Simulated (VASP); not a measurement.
# H2 in VASP: a series of runs

H2 is run at these levels: PBE+D3(BJ); tasks: single point, relaxation of the atoms.

All numbers are computed with VASP 6.6.1; they aren't measurements. Logs are shortened: lines on timing, memory, paths and dates and some standing lists are left out, and cuts for length are marked.

## Step 1: The cell of the first run

The cell holds a molecule in a box, 2 atoms: a = 9.000 Å, b = 9.200 Å, c = 10.200 Å, α = 90.00°, β = 90.00°, γ = 90.00°.

## Step 2: Single point, PBE+D3(BJ)

Contents of INCAR:

```
SYSTEM = H
ALGO = Normal ; EDIFF = 1E-7
ENCUT = 520 ; GGA = PE
ISIF = 2 ; ISMEAR = 0
IVDW = 12 ; LASPH = .True.
LCHARG = .True. ; LELF = .True.
LREAL = .False. ; LVHAR = .True.
LWAVE = .False. ; NBANDS = 8
NELM = 60 ; PREC = Accurate
SIGMA = 0.01
```

Contents of KPOINTS:

```
k-points
0
Gamma
  1 1 1
  0 0 0
```

Contents of POSCAR:

```
H
1.0
    9.0000000000      0.0000000000      0.0000000000
    0.0000000000      9.2000000000      0.0000000000
    0.0000000000      0.0000000000     10.2000000000
H
2
Direct
    0.5000000000      0.5000000000      0.4631891303
    0.5000000000      0.5000000000      0.5368108697
```

Potentials or basis: VASP PAW PBE potentials, release 64 (H).

Started as:

```console
$ cat potpaw_PBE.64/H/POTCAR > POTCAR
$ mpirun -np 1 vasp_gam > vasp.out
```

OUTCAR:

```text
SYSTEM = H
   EDIFF = 1E-7
   ENCUT = 520
   GGA = PE
   ISIF = 2
   ISMEAR = 0
   IVDW = 12
   LASPH = .True.
   LREAL = .False.
   NELM = 60
   PREC = Accurate
 IVDW          = 12

 ion  position               nearest neighbor table
   1  0.500  0.500  0.463-   2 0.75
   2  0.500  0.500  0.537-   1 0.75

  LATTYP: Found a simple orthorhombic cell.
 ALAT       =     9.0000000000
 B/A-ratio  =     1.0222222222
 C/A-ratio  =     1.1333333333

  Lattice vectors:

 A1 = (   9.0000000000,   0.0000000000,   0.0000000000)
 A2 = (   0.0000000000,   9.2000000000,   0.0000000000)
 A3 = (   0.0000000000,   0.0000000000,  10.2000000000)

Analysis of symmetry for initial positions (statically):
=====================================================================
 Subroutine PRICEL returns:
 Original cell was already a primitive cell.

 Routine SETGRP: Setting up the symmetry group for a
 simple orthorhombic supercell.

 Subroutine GETGRP returns: Found  8 space group operations
 (whereof  8 operations were pure point group operations)
 out of a pool of  8 trial point group operations.

The static configuration has the point symmetry D_2h.

Analysis of symmetry for dynamics (positions and initial velocities):
=====================================================================
 Subroutine PRICEL returns:
 Original cell was already a primitive cell.

 Routine SETGRP: Setting up the symmetry group for a
 simple orthorhombic supercell.

 Subroutine GETGRP returns: Found  8 space group operations
 (whereof  8 operations were pure point group operations)
 out of a pool of  8 trial point group operations.

The dynamic configuration has the point symmetry D_2h.

 Subroutine INISYM returns: Found  8 space group operations
 (whereof  8 operations are pure point group operations),
 and found     1 'primitive' translations

----------------------------------------------------------------------------------------

                                     Primitive cell

  volume of cell :     844.5600

  direct lattice vectors                    reciprocal lattice vectors
     9.000000000  0.000000000  0.000000000     0.111111111  0.000000000  0.000000000
     0.000000000  9.200000000  0.000000000     0.000000000  0.108695652  0.000000000
     0.000000000  0.000000000 10.200000000     0.000000000  0.000000000  0.098039216

  length of vectors
     9.000000000  9.200000000 10.200000000     0.111111111  0.108695652  0.098039216
[... 53 lines left out ...]
   LSORBIT =      F    spin-orbit coupling
   LASPH  =      T    aspherical Exc in radial PAW
   ENCUT  =  520.0 eV  38.22 Ry    6.18 a.u.  16.73 17.11 18.97*2*pi/ulx,y,z
   NELM   =     60;   NELMIN=  2; NELMDL= -5     # of ELM steps
   EDIFF  = 0.1E-06   stopping-criterion for ELM
   LREAL  =      F    real-space projection
   EDIFFG = 0.1E-05   stopping-criterion for IOM
   NSW    =      0    number of steps for IOM
   IBRION =     -1    ionic relax: 0-MD 1-quasi-New 2-CG
   NFREE  =      0    steps in history (QN), initial steepest desc. (CG)
   ISIF   =      2    stress and relaxation
   ISYM   =      2    0-nonsym 1-usesym 2-fastsym
   POTIM  = 0.5000    time-step for ionic-motion
   TEBEG  =    0.0;   TEEND  =   0.0 temperature during run
   PSTRESS=    0.0 pullay stress
   NELECT =       2.0000    total number of electrons
   NUPDOWN=      -1.0000    fix difference up-down
   EMIN   =  10.00;   EMAX   =-10.00  energy-range for DOS
   EFERMI =   0.00;   METHOD = LEGACY
   ISMEAR =     0;   SIGMA  =   0.01  broadening in eV -4-tet -1-fermi 0-gaus
   EFERMI_NEDOS =   21; number of points for ismear=-14 and -15
   IALGO  =     38    algorithm
   IMIX   =      4    mixing-type and parameters
     AMIX     =   0.40;   BMIX     =  1.00
     AMIX_MAG =   1.60;   BMIX_MAG =  1.00
  volume/ion in A,a.u.               =     422.28      2849.69
  Fermi-wavevector in a.u.,A,eV,Ry     =   0.218210  0.412357  0.647850  0.047616
  Thomas-Fermi vector in A             =   0.996073
   LORBIT       =      0    0 simple, 1 ext, 2 COOP (PROOUT), +10 PAW based schemes
   GGA     = PE    functional components
   LHFCALC =     F    Hartree Fock is set to
   AEXX    =    0.0000 exact exchange contribution
   IVDW    =    12    specifies the selected vdW correction
   LEPSILON=     F    determine dielectric tensor
   LRPA    =     F    only Hartree local field effects (RPA)
 non-spin polarized calculation
 Gauss-broadening in eV      SIGMA  =   0.01
  energy-cutoff  :      520.00
  volume of cell :      844.56
 maximum number of plane-waves:     11366
 NGX is ok and might be reduce to    70
   NGX = 33   NGY = 35   NGZ = 37

 number of electron       2.0000001 magnetization

 Free energy of the ion-electron system (eV)
  ---------------------------------------------------
  ext. energy  EPLUGINS =         0.00000000
  ---------------------------------------------------
  free energy    TOTEN  =        -6.77235430 eV

  energy without entropy =       -6.77235430  energy(sigma->0) =       -6.77235430

 E-fermi : -10.2231     XC(G=0):  -0.4387

 val. band max:      -10.2941132566   @ k =   0.0000   0.0000   0.0000
 cond. band min:      -0.1835171473   @ k =   0.0000   0.0000   0.0000
 fundamental gap:     10.1105961094
 Fermi energy:       -10.2230939130

 k-point     1 :       0.0000    0.0000    0.0000
  band No.  band energies     occupation
      1     -10.2941      2.00000
      2      -0.1835      0.00000
      3       0.3455      0.00000
      4       1.1065      0.00000
      5       1.1605      0.00000
      6       1.3124      0.00000
      7       1.6222      0.00000
      8       1.7092      0.00000

------------------------ aborting loop because EDIFF is reached ----------------------------------------

 Edisp (eV)   -0.00255

 E8    (eV) :    -0.0005

  FORCE on cell =-STRESS in cart. coord.  units (eV):
  Direction    XX          YY          ZZ          XY          YZ          ZX
  --------------------------------------------------------------------------------------
  -------------------------------------------------------------------------------------
  Total      -0.02765    -0.02849    -0.05971     0.00000     0.00000     0.00000
  in kB      -0.05245    -0.05404    -0.11328     0.00000     0.00000     0.00000
  external pressure =       -0.07 kB  Pullay stress =        0.00 kB

 VOLUME and BASIS-vectors are now :
 -----------------------------------------------------------------------------
  energy-cutoff  :      520.00
  volume of cell :      844.56
      direct lattice vectors                 reciprocal lattice vectors
     9.000000000  0.000000000  0.000000000     0.111111111  0.000000000  0.000000000
     0.000000000  9.200000000  0.000000000     0.000000000  0.108695652  0.000000000
     0.000000000  0.000000000 10.200000000     0.000000000  0.000000000  0.098039216

 POSITION                                       TOTAL-FORCE (eV/Angst)
 -----------------------------------------------------------------------------------
      4.50000      4.60000      4.72453         0.000000      0.000000      0.033109
      4.50000      4.60000      5.47547         0.000000      0.000000     -0.033109
 -----------------------------------------------------------------------------------
    total drift:                                0.000000      0.000000      0.000000

  FREE ENERGIE OF THE ION-ELECTRON SYSTEM (eV)
  ---------------------------------------------------
  free  energy   TOTEN  =        -6.7749077862 eV

  energy  without entropy=       -6.7749077862  energy(sigma->0) =       -6.77490779
```

stdout:

```text
POSCAR found type information on POSCAR H
 POSCAR found :  1 types and       2 ions
 scaLAPACK will be used
 LDA part: xc-table for (Slater+PW92), standard interpolation
 POSCAR, INCAR and KPOINTS ok, starting setup
 FFT: planning ... GRIDC
 FFT: planning ... GRID_SOFT
 FFT: planning ... GRID
 WAVECAR not read
 entering main loop
```

Wall time 57 s (1 thread of Intel Xeon Platinum 8488C (Sapphire Rapids), shared host); peak memory 0.66 GiB.

Results:

```yaml
Free_energy: -6.7749 eV
Largest_force: 0.033 eV/Å
Gap_between_the_frontier_levels: 10.11 eV
Dispersion_energy_per_atom: -0.001 eV
```

Forces in eV/Å, atoms in the order of the input:
```
H    0.000  0.000  0.033
H    0.000  0.000 -0.033
```

Levels at points of the mesh, in eV from the valence-band top:
```csv
k point,band 1,band 2,band 3,band 4
"(0.00, 0.00, 0.00)",0.00,10.11,10.64,11.40
```

## Step 3: Single point, PBE+D3(BJ)

Contents of INCAR:

```
SYSTEM = H
PREC = Accurate
ENCUT = 520
EDIFF = 1E-7
ISMEAR = 0
SIGMA = 0.01
LREAL = .False.
LASPH = .True.
NELM = 100
ALGO = Normal
ISIF = 2
LWAVE = .False.
LCHARG = .False.
GGA = PE
IVDW = 12
NBANDS = 8
```

Contents of KPOINTS:

```
regular mesh
0
Gamma
  1 1 1
  0 0 0
```

Contents of POSCAR:

```
H
1.0
    9.0000000000      0.0000000000      0.0000000000
    0.0000000000      9.2000000000      0.0000000000
    0.0000000000      0.0000000000     10.2000000000
H
2
Direct
    0.5000000000      0.5000000000      0.4632188529
    0.5000000000      0.5000000000      0.5367811471
```

Potentials or basis: VASP PAW PBE potentials, release 64 (H).

Started as:

```console
$ cat potpaw_PBE.64/H/POTCAR > POTCAR
$ mpirun -np 1 vasp_gam > vasp.out
```

Run time: 46 s. Hardware: 1 thread of Intel Xeon Platinum 8488C (Sapphire Rapids), shared host; peak memory 0.63 GiB.

Results (log left out):

```yaml
Free_energy: -6.7749 eV
Largest_force: 0.012 eV/Å
Gap_between_the_frontier_levels: 10.11 eV
Dispersion_energy_per_atom: -0.001 eV
```

Forces on the atoms (eV/Å):
```
H    0.000  0.000  0.012
H    0.000  0.000 -0.012
```

Levels at points of the mesh, in eV from the valence-band top:
| k point | band 1 | band 2 | band 3 | band 4 | band 5 |
| --- | --- | --- | --- | --- | --- |
| (0.00, 0.00, 0.00) | 0.00 | 10.11 | 10.64 | 11.40 | 11.46 |

## Step 4: Relaxation of the atoms, PBE+D3(BJ)

Contents of INCAR:

```
ALGO = Normal ; EDIFF = 1E-6
EDIFFG = -0.01 ; ENCUT = 520
GGA = PE ; IBRION = 2
ISIF = 2 ; ISMEAR = 0
IVDW = 12 ; LASPH = True
LCHARG = False ; LREAL = False
LWAVE = False ; NELM = 60
NSW = 80 ; PREC = Accurate
SIGMA = 0.01
```

Contents of KPOINTS:

```
k-points
0
Gamma
  1 1 1
```

Contents of POSCAR:

```
H
1.0
    9.0000000000      0.0000000000      0.0000000000
    0.0000000000      9.2000000000      0.0000000000
    0.0000000000      0.0000000000     10.2000000000
H
2
Direct
    0.5000000000      0.5000000000      0.4631891303
    0.5000000000      0.5000000000      0.5368108697
```

Started as:

```console
$ cat potpaw_PBE.64/H/POTCAR > POTCAR
$ mpirun -np 1 vasp_gam > vasp.out
```

Run time: 57 s. Hardware: 1 thread of Intel Xeon Platinum 8488C (Sapphire Rapids), shared host; peak memory 0.77 GiB.

Results (log left out):

```yaml
Free_energy: -6.7749 eV
Energy_gained_by_relaxing: 0.0 meV/atom
Ionic_steps: 3
Gap_between_the_frontier_levels: 10.12 eV
Dispersion_energy_per_atom: -0.001 eV
```

Final structure:
```cif
data_structure
_symmetry_space_group_name_H-M 'P 1'
_symmetry_Int_Tables_number 1
_cell_length_a 9.0000
_cell_length_b 9.2000
_cell_length_c 10.2000
_cell_angle_alpha 90.000
_cell_angle_beta 90.000
_cell_angle_gamma 90.000
_cell_volume 844.56
loop_
_atom_site_label
_atom_site_type_symbol
_atom_site_fract_x
_atom_site_fract_y
_atom_site_fract_z
_atom_site_occupancy
H1 H 0.50000 0.50000 0.46324 1
H2 H 0.50000 0.50000 0.53676 1
```

Levels at points of the mesh, in eV from the valence-band top:
```csv
k point,band 1,band 2,band 3,band 4
"(0.00, 0.00, 0.00)",0.00,10.12,10.65,11.41
```
